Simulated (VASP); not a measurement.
# BaTiO3 (P4mm) in VASP: notebook, part 2 of 2

VASP 6.6.1. The steps go on from the part before.

### Step 3. Electric field gradients, PBEsol (volume scaled by 0.96)

Input file INCAR:

```
SYSTEM = BaTiO3
ALGO = Normal ; EDIFF = 1E-8
ENCUT = 520 ; GGA = PS
ISIF = 2 ; ISMEAR = -1
LASPH = .TRUE. ; LCHARG = .FALSE.
LEFG = .TRUE. ; LREAL = .FALSE.
LWAVE = .FALSE. ; NBANDS = 28
NELM = 80 ; PREC = Accurate
SIGMA = 0.08
```

Input file KPOINTS:

```
k-points
0
G
  7 7 7
  0 0 0
```

Input file POSCAR:

```
BaTiO3
1.0
    3.9457420220      0.0000000000      0.0000000000
    0.0000000000      3.9457420220      0.0000000000
    0.0000000000      0.0000000000      3.9636960459
Ba Ti O
1 1 3
Direct
    0.0000000000      0.0000000000      0.0000000000
    0.5000000000      0.5000000000      0.4820000000
    0.5000000000      0.5000000000      0.0160000000
    0.5000000000      0.0000000000      0.5150000000
    0.0000000000      0.5000000000      0.5150000000
```

Potentials or basis: VASP PAW PBE potentials, release 64 (Ba_sv, Ti_sv, O).

Launch:

```sh
$ cat potpaw_PBE.64/Ba_sv/POTCAR potpaw_PBE.64/Ti_sv/POTCAR potpaw_PBE.64/O/POTCAR > POTCAR
$ mpirun -np 1 vasp_std > vasp.out
```

OUTCAR:

```text
SYSTEM = BaTiO3
   EDIFF = 1E-8
   ENCUT = 520
   GGA = PS
   ISIF = 2
   ISMEAR = -1
   LASPH = .TRUE.
   LREAL = .FALSE.
   NELM = 80
   PREC = Accurate

 ion  position               nearest neighbor table
   1  0.000  0.000  0.000-   4 2.75   5 2.75   5 2.75   4 2.75   3 2.79   3 2.79   3 2.79   3 2.79
                             4 2.84   5 2.84   5 2.84   4 2.84   2 3.38   2 3.38   2 3.38   2 3.38
   2  0.500  0.500  0.482-   3 1.85   4 1.98   5 1.98   4 1.98   5 1.98   3 2.12   1 3.38   1 3.38
                             1 3.38   1 3.38   1 3.46   1 3.46   1 3.46   1 3.46
   3  0.500  0.500  0.016-   2 1.85   2 2.12   1 2.79   1 2.79   1 2.79   1 2.79
   4  0.500  0.000  0.515-   2 1.98   2 1.98   1 2.75   1 2.75   1 2.84   1 2.84
   5  0.000  0.500  0.515-   2 1.98   2 1.98   1 2.75   1 2.75   1 2.84   1 2.84

  LATTYP: Found a simple tetragonal cell.
 ALAT       =     3.9457420220
 C/A-ratio  =     1.0045502275

  Lattice vectors:

 A1 = (   3.9457420220,   0.0000000000,   0.0000000000)
 A2 = (   0.0000000000,   3.9457420220,   0.0000000000)
 A3 = (   0.0000000000,   0.0000000000,   3.9636960459)
[... 958 lines left out ...]
      1.97287      0.00000      2.04130         0.000000      0.000000     -0.141832
      0.00000      1.97287      2.04130        -0.000000      0.000000     -0.141832
 -----------------------------------------------------------------------------------
    total drift:                                0.000000      0.000000     -0.000586

  FREE ENERGIE OF THE ION-ELECTRON SYSTEM (eV)
  ---------------------------------------------------
  free  energy   TOTEN  =       -41.9550717608 eV

  energy  without entropy=      -41.9550708848  energy(sigma->0) =      -41.95507132

 Electric field gradients (V/A^2)
---------------------------------------------------------------------
 ion       V_xx      V_yy      V_zz      V_xy      V_xz      V_yz
---------------------------------------------------------------------
   1       2.220     2.220    -4.439    -0.000    -0.000     0.000
   2       1.141     1.141    -2.282     0.000    -0.000     0.000
   3      -5.361    -5.361    10.723     0.000     0.000    -0.000
   4     -10.431    21.985   -11.555     0.000     0.000     0.000
   5      21.985   -10.431   -11.555    -0.000    -0.000    -0.000
---------------------------------------------------------------------

 Electric field gradients after diagonalization (V/A^2)
 (convention: |V_zz| > |V_xx| > |V_yy|)
----------------------------------------------------------------------
 ion       V_xx      V_yy      V_zz     asymmetry (V_yy - V_xx)/ V_zz
----------------------------------------------------------------------
   1       2.220     2.220    -4.439       0.000
   2       1.141     1.141    -2.282       0.000
   3      -5.361    -5.361    10.723       0.000
   4     -11.555   -10.431    21.985       0.051
   5     -11.555   -10.431    21.985       0.051
----------------------------------------------------------------------

           NMR quadrupolar parameters

 Cq : quadrupolar parameter    Cq=e*Q*V_zz/h
 eta: asymmetry parameters     (V_yy - V_xx)/ V_zz
 Q  : nuclear electric quadrupole moment in mb (millibarn)
----------------------------------------------------------------------
 ion       Cq(MHz)       eta       Q (mb)
----------------------------------------------------------------------
   1      -0.011       0.000       1.000
   2      -0.006       0.000       1.000
   3       0.026       0.000       1.000
   4       0.053       0.051       1.000
   5       0.053       0.051       1.000
----------------------------------------------------------------------
```

OSZICAR:

```text
N       E                     dE             d eps       ncg     rms          rms(c)
DAV:   1     0.435382238177E+03    0.43538E+03   -0.20984E+04  2240   0.156E+03
DAV:   2    -0.454927114479E+01   -0.43993E+03   -0.41941E+03  2532   0.433E+02
DAV:   3    -0.497447562426E+02   -0.45195E+02   -0.44381E+02  3124   0.135E+02
DAV:   4    -0.519356843464E+02   -0.21909E+01   -0.21863E+01  3372   0.253E+01
DAV:   5    -0.519902148407E+02   -0.54530E-01   -0.54518E-01  2972   0.329E+00    0.239E+01
DAV:   6    -0.421226224371E+02    0.98676E+01   -0.51429E+01  3212   0.675E+01    0.991E+00
DAV:   7    -0.420884501493E+02    0.34172E-01   -0.85100E+00  2988   0.213E+01    0.725E+00
DAV:   8    -0.419520373233E+02    0.13641E+00   -0.89980E-01  2760   0.917E+00    0.259E+00
DAV:   9    -0.419706192495E+02   -0.18582E-01   -0.18579E-01  2812   0.275E+00    0.113E+00
DAV:  10    -0.419566490265E+02    0.13970E-01   -0.84961E-02  2792   0.263E+00    0.389E-01
DAV:  11    -0.419552650806E+02    0.13839E-02   -0.98141E-03  3432   0.756E-01    0.100E-01
DAV:  12    -0.419550906591E+02    0.17442E-03   -0.13099E-03  2744   0.358E-01    0.604E-02
DAV:  13    -0.419551309848E+02   -0.40326E-04   -0.23713E-04  3480   0.153E-01    0.660E-02
DAV:  14    -0.419550714327E+02    0.59552E-04   -0.19994E-04  3216   0.116E-01    0.866E-03
DAV:  15    -0.419550723840E+02   -0.95128E-06   -0.89939E-06  2588   0.212E-02    0.114E-02
DAV:  16    -0.419550719828E+02    0.40119E-06   -0.80421E-07  3352   0.712E-03    0.295E-03
DAV:  17    -0.419550717652E+02    0.21758E-06   -0.31895E-07  3208   0.372E-03    0.111E-03
DAV:  18    -0.419550717608E+02    0.43906E-08   -0.38772E-08  2460   0.150E-03
   1 F= -.41955072E+02 E0= -.41955071E+02  d E =-.876037E-06
```

stdout:

```text
POSCAR found type information on POSCAR BaTiO
 POSCAR found :  3 types and       5 ions
 scaLAPACK will be used
 -----------------------------------------------------------------------------
|                                                                             |
|                                                                             |
|     You enforced a specific xc type in the INCAR file but a different       |
|     I HOPE YOU KNOW WHAT YOU ARE DOING!                                     |
|                                                                             |
 -----------------------------------------------------------------------------

 LDA part: xc-table for (Slater+PW92), standard interpolation
 POSCAR, INCAR and KPOINTS ok, starting setup
 FFT: planning ... GRIDC
 FFT: planning ... GRID_SOFT
 FFT: planning ... GRID
 WAVECAR not read
 entering main loop
ion   1

ion   2

ion   3

ion   4

ion   5
```

It took 2.3 min on 1 thread of Intel Xeon Platinum 8375C at 2.90GHz (Ice Lake), shared host; peak memory 0.21 GiB.

Results:

| Quantity | Value |
| --- | --- |
| Free energy | -41.9551 eV |
| Pressure | 5.7 GPa |
| Largest force | 0.296 eV/Å |
| Band gap on the k mesh | 1.91 eV, indirect (least direct gap 2.11 eV) |

Forces in eV/Å, atoms in the order of the input:
```
Ba   0.000  0.000 -0.058
Ti   0.000  0.000  0.296
O    0.000  0.000  0.046
O    0.000  0.000 -0.142
O    0.000  0.000 -0.142
```

Levels at points of the mesh, in eV from the valence-band top:
```tsv
k point	band 18	band 19	band 20	band 21	band 22	band 23
(0.00, 0.00, 0.00)	-0.22	-0.20	-0.20	1.91	2.23	2.23
```

Electric field gradients, principal values (V/Å²):
```tsv
atom	least	middle	greatest (by size)
1 Ba	2.220	2.220	-4.439
2 Ti	1.141	1.141	-2.282
3 O	-5.361	-5.361	10.723
4 O	-10.431	-11.555	21.985
5 O	-10.431	-11.555	21.985
```

Caveat: without QUAD_EFG the Cq values of the log hold for a quadrupole moment of 1 mb, not for the nuclei; the PAW data sets were made with another functional, which shifts forces and pressure a little; spin-orbit coupling is left out, which moves the levels of the heavy elements.
